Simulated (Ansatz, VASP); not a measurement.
## Two plane-wave programs on GaN

```xyz
2
Lattice="0.0000 2.1352 2.1352 2.1352 0.0000 2.1352 2.1352 2.1352 0.0000" Properties=species:S:1:pos:R:3 pbc="T T T"
Ga    0.0000    0.0000   -0.0625
N     2.1352    2.1352    2.1352
```

Change from the starting cell: all Ga atoms moved +0.062 Å, as atom 1 towards its neighbour atom 2 (N) at 2.135 Å.

Alike in both runs: task single point; functional r2SCAN; k mesh 12 × 12 × 12; occupations gaussian, width 0.05 eV; no spin polarisation.

|  | VASP | Ansatz |
| --- | --- | --- |
| version | VASP 6.6.1 | Ansatz 0.2.0 |
| potentials or method | VASP PAW PBE potentials, release 64 (Ga_d, N), cutoff 520 eV | scalar-relativistic, plane waves, PAW |
| valence electrons in the cell | 18 | 18 |

```csv
,VASP,Ansatz,Ansatz less VASP
gap on the k mesh at the Fermi level (eV),0.89,0.91,+0.020
least direct gap on the mesh (eV),2.90,2.88,-0.028
pressure (GPa),-7.0,-8.0,-1.01
"traceless stress, the component that is largest in VASP (GPa)",1.17,1.13,-0.039
rms of the force components (eV/Å),0.069,0.064,-0.0048
```

VASP's potentials were made for PBE, not for r2SCAN. Atom by atom the forces differ by 0.005 eV/Å (rms over components). The functional is the same, so the differences come from potentials, cutoffs and numerics.
